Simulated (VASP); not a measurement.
MgB2:

```
CELL_PARAMETERS angstrom
3.07290 0.00000 0.00000
-1.53645 2.66121 0.00000
0.00000 0.00000 3.53200
ATOMIC_POSITIONS crystal
Mg 0.00000 0.00000 0.00000
B 0.33333 0.66667 0.50000
B 0.66667 0.33333 0.50000
```

| Item | Value |
| --- | --- |
| Program | VASP 6.6.1 |
| Task | relaxation of cell and atoms |
| Functional | LDA |
| Potentials or basis | VASP PAW LDA potentials, release 64 (Mg, B) |
| Cutoff | 600 eV |
| k mesh | 15 × 15 × 12 |
| Occupations | gaussian, width 0.1 eV |
| Spin | no spin polarisation |

At the start: pressure -7.2 GPa; volume 9.63 Å³/atom.

Question: How do energy, volume and symmetry change on relaxing?

Answer: Over 5 steps the energy falls by 10.9 meV/atom and the volume is 9.16 Å³/atom (-4.9 %); space group P6/mmm (No. 191, to 0.05 Å).

Step by step:
| step | energy change (eV) | largest force (eV/Å) | pressure (GPa) | volume (Å³) |
| --- | --- | --- | --- | --- |
| 1 | 0.0000 | 0.0000 | -7.23 | 28.88 |
| 2 | -0.0268 | 0.0000 | 2.84 | 27.10 |
| 3 | -0.0309 | 0.0000 | -0.04 | 27.56 |
| 4 | -0.0324 | 0.0000 | 0.01 | 27.50 |
| 5 | -0.0326 | 0.0000 | 0.03 | 27.47 |

Final structure:
```
Mg B
1.0
     3.03147    0.00000    0.00000
    -1.51573    2.62533    0.00000
     0.00000    0.00000    3.45216
Mg B
1 2
Direct
  0.00000 0.00000 0.00000
  0.33333 0.66667 0.50000
  0.66667 0.33333 0.50000
```
